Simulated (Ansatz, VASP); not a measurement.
One calculation of Cd4Te, two programs

```
Cd Te
1.0
     5.45936    0.00000    0.00000
     0.00000    5.45936    0.00000
     0.00000    0.00000    5.45936
Cd Te
4 1
Cartesian
  2.7297 2.7297 2.7297
  0.0000 2.7297 2.7297
  2.7297 0.0000 2.7297
  2.7297 2.7297 0.0000
  0.0000 0.0000 0.0000
```

Change from the starting cell: species swapped into the Mn4N type (Pm-3m, No. 221).

Alike in both runs: task relaxation of cell and atoms; functional PBE; k mesh 8 × 8 × 8; occupations gaussian, width 0.1 eV; no spin polarisation.

|  | VASP | Ansatz |
| --- | --- | --- |
| version | VASP 6.6.1 | Ansatz 0.2.0 |
| potentials or method | VASP PAW PBE potentials, release 64 (Cd, Te), cutoff 600 eV | scalar-relativistic, plane waves, PAW |
| valence electrons in the cell | 54 | 96 |

```csv
,VASP,Ansatz,Ansatz less VASP
"gap on the k mesh at the Fermi level, each at its own relaxed structure (eV)",none,none,-
relaxed volume (Å³/atom),32.38,32.14,-0.243
relaxed cell length with the largest relative difference (Å),5.450,5.437,-0.0137
```

A gap of «none» marks a metal or a gap that the smearing closes. VASP's potentials hold 54 valence electrons a cell and Ansatz's 96, so a difference there can come from the potentials and not from the codes.

Neither program's run includes spin-orbit coupling.
